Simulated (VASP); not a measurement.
# Cl (Cmce) in VASP: relaxation of cell and atoms with PBE+D3(BJ)

Aim: the relaxation of cell and atoms of Cl with PBE+D3(BJ).

Everything below comes from runs of VASP 6.6.1. Logs are shortened: lines on timing, memory, paths and dates and some standing lists are left out, and cuts for length are marked.

### Step 1. The cell of the first run

It takes space group Cmce (No. 64, orthorhombic). Conventional cell: a = 6.528 Å, b = 4.115 Å, c = 8.402 Å, α = 90.00°, β = 90.00°, γ = 90.00°. Cl (site symmetry m) has 1 Cl at 2.00 Å within 2.6 Å.

### Step 2. Relaxation of cell and atoms, PBE+D3(BJ)

The input, INCAR:

```
SYSTEM = Cl
PREC = Accurate ; ENCUT = 600
EDIFF = 1E-6 ; ISMEAR = -1
SIGMA = 0.02 ; LREAL = .FALSE.
LASPH = .TRUE. ; NELM = 80
ALGO = Normal ; ISIF = 3
LWAVE = .FALSE. ; LCHARG = .FALSE.
GGA = PE ; IVDW = 12
IBRION = 2 ; NSW = 80
EDIFFG = -0.005
```

The input, KPOINTS:

```
regular mesh
0
G
  6 6 4
  0 0 0
```

The input, POSCAR:

```
Cl
1.0
    3.2642055900     -2.0574717550      0.0000000000
    3.2642055900      2.0574717550      0.0000000000
    0.0000000000      0.0000000000      8.4023954700
Cl
4
Direct
    0.8854753100      0.1145246900      0.6047529900
    0.1145246900      0.8854753100      0.3952470100
    0.6145246900      0.3854753100      0.1047529900
    0.3854753100      0.6145246900      0.8952470100
```

Potentials or basis: VASP PAW PBE potentials, release 64 (Cl).

Launch:

```console
$ cat potpaw_PBE.64/Cl/POTCAR > POTCAR
$ mpirun -np 1 vasp_std > vasp.out
```

OUTCAR:

```text
SYSTEM = Cl
   PREC = Accurate
   ENCUT = 600
   EDIFF = 1E-6
   ISMEAR = -1
   LREAL = .FALSE.
   LASPH = .TRUE.
   NELM = 80
   ISIF = 3
   GGA = PE
   IVDW = 12
   IBRION = 2
   NSW = 80
   EDIFFG = -0.005
 IVDW          = 12

 ion  position               nearest neighbor table
   1  0.885  0.115  0.605-   2 2.00
   2  0.115  0.885  0.395-   1 2.00
   3  0.615  0.385  0.105-   4 2.00
   4  0.385  0.615  0.895-   3 2.00

  LATTYP: Found a base centered orthorhombic cell.
 ALAT       =     4.1149435100
 B/A-ratio  =     1.5865129531
 C/A-ratio  =     2.0419224346

  Lattice vectors:

 A1 = (  -3.2642055900,  -2.0574717550,   0.0000000000)
 A2 = (   3.2642055900,  -2.0574717550,   0.0000000000)
 A3 = (   0.0000000000,   0.0000000000,   8.4023954700)

Analysis of symmetry for initial positions (statically):
=====================================================================
 Subroutine PRICEL returns:
 Original cell was already a primitive cell.

 Routine SETGRP: Setting up the symmetry group for a
 base centered orthorhombic supercell.

 Subroutine GETGRP returns: Found  8 space group operations
 (whereof  4 operations were pure point group operations)
 out of a pool of  8 trial point group operations.

The static configuration has the point symmetry C_2h.
 The point group associated with its full space group is D_2h.

Analysis of symmetry for dynamics (positions and initial velocities):
=====================================================================
 Subroutine PRICEL returns:
 Original cell was already a primitive cell.

 Routine SETGRP: Setting up the symmetry group for a
 base centered orthorhombic supercell.

 Subroutine GETGRP returns: Found  8 space group operations
 (whereof  4 operations were pure point group operations)
 out of a pool of  8 trial point group operations.

The dynamic configuration has the point symmetry C_2h.
 The point group associated with its full space group is D_2h.

 Subroutine INISYM returns: Found  8 space group operations
 (whereof  4 operations are pure point group operations),
 and found     1 'primitive' translations

----------------------------------------------------------------------------------------

                                     Primitive cell

  volume of cell :     112.8612

  direct lattice vectors                    reciprocal lattice vectors
     3.264205590 -2.057471755  0.000000000     0.153176626 -0.243016702  0.000000000
     3.264205590  2.057471755  0.000000000     0.153176626  0.243016702  0.000000000
     0.000000000  0.000000000  8.402395470     0.000000000  0.000000000  0.119013679

  length of vectors
     3.858526682  3.858526682  8.402395470     0.287263287  0.287263287  0.119013679

  position of ions in fractional coordinates (direct lattice)
     0.885475310  0.114524690  0.604752990
     0.114524690  0.885475310  0.395247010
     0.614524690  0.385475310  0.104752990
     0.385475310  0.614524690  0.895247010

  ion indices of the primitive-cell ions
   primitive index   ion index
                 1           1
                 2           2
                 3           3
                 4           4

----------------------------------------------------------------------------------------

 KPOINTS: regular mesh

Automatic generation of k-mesh.
 Grid dimensions read from file:
 generate k-points for:    6    6    4

 Generating k-lattice:

  Cartesian coordinates                     Fractional coordinates (reciprocal lattice)
     0.025529438 -0.040502784  0.000000000     0.166666667  0.000000000  0.000000000
     0.025529438  0.040502784  0.000000000     0.000000000  0.166666667  0.000000000
     0.000000000  0.000000000  0.029753420     0.000000000  0.000000000  0.250000000

  Length of vectors
     0.047877215  0.047877215  0.029753420

  Shift w.r.t. Gamma in fractional coordinates (k-lattice)
     0.000000000  0.000000000  0.000000000

 Subroutine IBZKPT returns following result:
 ===========================================

 Found     39 irreducible k-points:

 Following reciprocal coordinates:
            Coordinates               Weight
  0.000000  0.000000  0.000000      1.000000
  0.166667 -0.000000  0.000000      4.000000
  0.333333 -0.000000  0.000000      4.000000
  0.500000 -0.000000  0.000000      2.000000
  0.166667  0.166667  0.000000      2.000000
  0.333333  0.166667  0.000000      4.000000
[... 16 lines left out ...]
  0.333333  0.333333  0.250000      4.000000
  0.500000  0.333333  0.250000      8.000000
 [... further k-points ...]
   k-points           NKPTS =     39   k-points in BZ     NKDIM =     39   number of bands    NBANDS=     18
   number of dos      NEDOS =    301   number of ions     NIONS =      4
   total plane-waves  NPLWV =  71680
   dimension x,y,z NGX =    32 NGY =   32 NGZ =   70
   dimension x,y,z NGXF=    64 NGYF=   64 NGZF=  140
   ions per type =               4
   NGX,Y,Z   is equivalent  to a cutoff of  13.79, 13.79, 13.85 a.u.
   NGXF,Y,Z  is equivalent  to a cutoff of  27.57, 27.57, 27.70 a.u.
 SYSTEM =  Cl
   PREC   = accura    normal or accurate (medium, high low for compatibility)
   ISTART =      0    job   : 0-new  1-cont  2-samecut
   ICHARG =      2    charge: 1-file 2-atom 10-const
   ISPIN  =      1    spin polarized calculation?
   LNONCOLLINEAR =      F non collinear calculations
   LSORBIT =      F    spin-orbit coupling
   LASPH  =      T    aspherical Exc in radial PAW
   ENCUT  =  600.0 eV  44.10 Ry    6.64 a.u.   7.71  7.71 16.78*2*pi/ulx,y,z
   NELM   =     80;   NELMIN=  2; NELMDL= -5     # of ELM steps
   EDIFF  = 0.1E-05   stopping-criterion for ELM
   LREAL  =      F    real-space projection
   EDIFFG = -.5E-02   stopping-criterion for IOM
   NSW    =     80    number of steps for IOM
   IBRION =      2    ionic relax: 0-MD 1-quasi-New 2-CG
   NFREE  =      1    steps in history (QN), initial steepest desc. (CG)
   ISIF   =      3    stress and relaxation
   ISYM   =      2    0-nonsym 1-usesym 2-fastsym
   POTIM  = 0.5000    time-step for ionic-motion
   TEBEG  =    0.0;   TEEND  =   0.0 temperature during run
   PSTRESS=    0.0 pullay stress
   NELECT =      28.0000    total number of electrons
   NUPDOWN=      -1.0000    fix difference up-down
   EMIN   =  10.00;   EMAX   =-10.00  energy-range for DOS
   EFERMI =   0.00;   METHOD = LEGACY
   ISMEAR =    -1;   SIGMA  =   0.02  broadening in eV -4-tet -1-fermi 0-gaus
   EFERMI_NEDOS =   21; number of points for ismear=-14 and -15
   IALGO  =     38    algorithm
   IMIX   =      4    mixing-type and parameters
     AMIX     =   0.40;   BMIX     =  1.00
     AMIX_MAG =   1.60;   BMIX_MAG =  1.00
  volume/ion in A,a.u.               =      28.22       190.41
  Fermi-wavevector in a.u.,A,eV,Ry     =   1.028678  1.943919 14.397384  1.058178
  Thomas-Fermi vector in A             =   2.162686
   LORBIT       =      0    0 simple, 1 ext, 2 COOP (PROOUT), +10 PAW based schemes
   GGA     = PE    functional components
   LHFCALC =     F    Hartree Fock is set to
   AEXX    =    0.0000 exact exchange contribution
   IVDW    =    12    specifies the selected vdW correction
   LEPSILON=     F    determine dielectric tensor
   LRPA    =     F    only Hartree local field effects (RPA)
 conjugate gradient relaxation of ions
 non-spin polarized calculation
  energy-cutoff  :      600.00
  volume of cell :      112.86
 maximum number of plane-waves:      3785
   NGX = 15   NGY = 15   NGZ = 33

--------------------------------------- Ionic step        1  -------------------------------------------

 number of electron      28.0000000 magnetization

 Free energy of the ion-electron system (eV)
  ---------------------------------------------------
  ext. energy  EPLUGINS =         0.00000000
  ---------------------------------------------------
  free energy    TOTEN  =        -7.32469282 eV

  energy without entropy =       -7.32469282  energy(sigma->0) =       -7.32469282

------------------------ aborting loop because EDIFF is reached ----------------------------------------

 Edisp (eV)   -0.62300

 E8    (eV) :    -0.2088

  FORCE on cell =-STRESS in cart. coord.  units (eV):
  Direction    XX          YY          ZZ          XY          YZ          ZX
  --------------------------------------------------------------------------------------
  -------------------------------------------------------------------------------------
  Total      -0.00527     0.08437     0.40939     0.00000     0.00000     0.00000
  in kB      -0.07475     1.19777     5.81169     0.00000     0.00000     0.00000
  external pressure =        2.31 kB  Pullay stress =        0.00 kB
[... 103 lines left out ...]
  FREE ENERGIE OF THE ION-ELECTRON SYSTEM (eV)
  ---------------------------------------------------
  free  energy   TOTEN  =        -7.9511273925 eV

  energy  without entropy=       -7.9511273925  energy(sigma->0) =       -7.95112739

[... ionic steps 4 to 13 ...]

--------------------------------------- Ionic step       14  -------------------------------------------

 number of electron      27.9999996 magnetization

------------------------ aborting loop because EDIFF is reached ----------------------------------------

 Edisp (eV)   -0.65009

 E8    (eV) :    -0.2182
[... 73 lines left out ...]
  energy  without entropy=       -7.9614240432  energy(sigma->0) =       -7.96142404

--------------------------------------- Ionic step       16  -------------------------------------------

 number of electron      27.9999995 magnetization

 Free energy of the ion-electron system (eV)
  ---------------------------------------------------
  ext. energy  EPLUGINS =         0.00000000
  ---------------------------------------------------
  free energy    TOTEN  =        -7.31494810 eV

  energy without entropy =       -7.31494810  energy(sigma->0) =       -7.31494810

 E-fermi :   0.3170     XC(G=0):  -8.0004

 val. band max:       -0.0782221080   @ k =   0.0000   0.0000   0.0000
 cond. band min:       2.2104490476   @ k =   0.0000   0.0000   0.0000
 fundamental gap:      2.2886711556
 Fermi energy:         0.3170453291

 k-point     1 :       0.0000    0.0000    0.0000
  band No.  band energies     occupation
      1     -16.8719      2.00000
      2     -16.5406      2.00000
      3     -13.0766      2.00000
      4     -12.1594      2.00000
      5      -5.7953      2.00000
      6      -4.4353      2.00000
[... 10 lines left out ...]
     17       6.7212      0.00000
     18       7.0712      0.00000
[... 466 lines left out ...]
      2     -16.4495      2.00000
      3     -12.7625      2.00000
      4     -12.3114      2.00000
      5      -5.4786      2.00000
      6      -4.8485      2.00000
[... 10 lines left out ...]
     17       8.7221      0.00000
     18       9.0860      0.00000

 [... further k-points ...]

------------------------ aborting loop because EDIFF is reached ----------------------------------------

 Edisp (eV)   -0.64652

 E8    (eV) :    -0.2170

  FORCE on cell =-STRESS in cart. coord.  units (eV):
  Direction    XX          YY          ZZ          XY          YZ          ZX
  --------------------------------------------------------------------------------------
  -------------------------------------------------------------------------------------
  Total      -0.01533     0.01472    -0.00807     0.00000     0.00000     0.00000
  in kB      -0.22467     0.21567    -0.11826     0.00000     0.00000     0.00000
  external pressure =       -0.04 kB  Pullay stress =        0.00 kB
[... 19 lines left out ...]
  FREE ENERGIE OF THE ION-ELECTRON SYSTEM (eV)
  ---------------------------------------------------
  free  energy   TOTEN  =        -7.9614662977 eV

  energy  without entropy=       -7.9614662977  energy(sigma->0) =       -7.96146630

 reached required accuracy - stopping structural energy minimisation
```

Run time: 4.9 min. Hardware: 1 thread of Intel Xeon 6975P-C (Granite Rapids), shared host; peak memory 0.29 GiB.

Results:

```
Free energy                           : -7.9615 eV
Relaxed volume                        : 27.34 Å³/atom
Relaxed cell                          : a = 3.872 Å, b = 3.872 Å, c = 8.146 Å, α = 90.00°, β = 90.00°, γ = 63.53°
Space group after relaxing (to 0.1 Å) : Cmce (No. 64)
Energy gained by relaxing             : 3.4 meV/atom
Ionic steps                           : 16
Pressure after relaxing               : 0.0 GPa
Largest force after relaxing          : 0.003 eV/Å
Band gap on the k mesh                : 2.29 eV
Dispersion energy per atom            : -0.162 eV
```

Forces on the atoms (eV/Å):
```
Cl   0.000  0.002  0.003
Cl   0.000 -0.002 -0.003
Cl   0.000 -0.002  0.003
Cl   0.000  0.002 -0.003
```

The path:
```
step  energy change (eV)  largest force (eV/Å)  pressure (GPa)  volume (Å³)
   1              0.0000                0.2752            0.23       112.86
   2              0.0030                0.2597           -0.90       113.53
   3             -0.0034                0.0399           -0.26       113.14
   4             -0.0056                0.0389           -0.23       112.56
   5             -0.0104                0.0366           -0.09       110.84
   6             -0.0107                0.0618            0.30       107.43
   7             -0.0123                0.0478            0.10       109.10
   8             -0.0114                0.1338           -0.28       109.16
   9             -0.0125                0.0264           -0.02       109.12
  10             -0.0128                0.0260           -0.01       109.06
  11             -0.0134                0.0265           -0.01       108.90
  12             -0.0135                0.0289            0.00       108.84
  13             -0.0129                0.0989            0.26       108.82
  14             -0.0135                0.0125            0.06       108.84
  15             -0.0137                0.0064            0.02       109.13
  16             -0.0138                0.0033            0.00       109.35
```

Final structure:
```cif
data_structure
_symmetry_space_group_name_H-M 'P 1'
_symmetry_Int_Tables_number 1
_cell_length_a 3.8724
_cell_length_b 3.8724
_cell_length_c 8.1462
_cell_angle_alpha 90.000
_cell_angle_beta 90.000
_cell_angle_gamma 63.532
_cell_volume 109.35
loop_
_atom_site_label
_atom_site_type_symbol
_atom_site_fract_x
_atom_site_fract_y
_atom_site_fract_z
_atom_site_occupancy
Cl1 Cl 0.87791 0.12209 0.60778 1
Cl2 Cl 0.12209 0.87791 0.39222 1
Cl3 Cl 0.62209 0.37791 0.10778 1
Cl4 Cl 0.37791 0.62209 0.89222 1
```

A k mesh can miss the band edges.
